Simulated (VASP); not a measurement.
**BeCr3: single point with PBE**

BeCr3:

```xyz
4
Lattice="3.5112 0.0000 0.0000 0.0000 3.5112 0.0000 0.0000 0.0000 3.5112" Properties=species:S:1:pos:R:3 pbc="T T T"
Cr    1.7556    1.7556    0.0000
Cr    1.7556    0.0000    1.7556
Cr    0.0000    1.7556    1.7556
Be    0.0000    0.0000    0.0000
```

```json
{"Program": "VASP 6.6.1", "Task": "single point", "Functional": "PBE", "Potentials or basis": "VASP PAW PBE potentials, release 64 (Cr_pv, Be)", "Cutoff": "520 eV", "k mesh": "6 × 6 × 6", "Occupations": "fermi-dirac, width 0.05 eV", "Spin": "collinear spin, ferromagnetic start", "Starting moments": "[3.0, 3.0, 3.0, 0.0] μB", "Fixed moment": "9 μB", "Dipole correction": "no", "Further INCAR settings": "ALGO = Normal; EDIFF = 1e-06; NBANDS = 31"}
```

```json
{
  "Pressure": "42.6 GPa",
  "Net moment": "9.00 μB per cell",
  "Site moments": "Cr +2.84; Be -0.08 μB",
  "Valence electrons inside the program's atomic spheres": "Cr 11.08; Be 1.19"
}
```

Wall time 50 s on 1 thread of Intel(R) Xeon(R) Platinum 8488C (Sapphire Rapids), with other jobs on the host, peak memory 0.19 GiB.

Caveat: the total moment is fixed, so each spin has its own Fermi level.
